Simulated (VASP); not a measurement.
Runs of VASP 6.6.1 on W. The structure is that of space group Fm-3m (No. 225), or close to it. The cells are those of the table. 

```tsv
task	level	cell	gap on the mesh (eV)	pressure (GPa)	relaxed volume (Å³/atom)
single point	revPBE+D3(BJ)	a = 2.824 Å, angles 60.0°, 1 atom	none	(b)	-
relaxation of cell and atoms	PBE+D3(BJ)	relaxed from a = 2.871 Å, angles 60.0°, 1 atom	none	0.0	16.10
single point	RPBE	a = 2.866 Å, angles 60.0°, 1 atom	none	(a)	-
relaxation of cell and atoms	RPBE	relaxed from a = 2.871 Å, angles 60.0°, 1 atom	none	0.0	16.67
single point	PBE+D3(BJ)	a = 2.833 Å, angles 60.0°, 1 atom	none	0.5	-
relaxation of cell and atoms	revPBE+D3(BJ)	relaxed from a = 2.871 Å, angles 60.0°, 1 atom	none	0.0	15.95
```

Alike in all rows: potentials or basis VASP PAW PBE potentials, release 64 (W_sv); no spin polarisation; k mesh 11 × 11 × 11; cutoff (eV) 500; smearing gaussian 0.1 eV.

**Question.** Fill in the values left out.

**Answer.** (a) 0.3; (b) 0.6.

Caveats: spin-orbit coupling is left out, which moves the levels of the heavy elements; the PAW data sets were made with another functional, which shifts forces and pressure a little (some runs); pairwise dispersion overbinds metals, which lowers pressure and volume (some runs).

A k mesh can miss the band edges, and the runs leave out spin-orbit coupling on W.

A gap of «none» marks levels without a gap at the run's occupations.
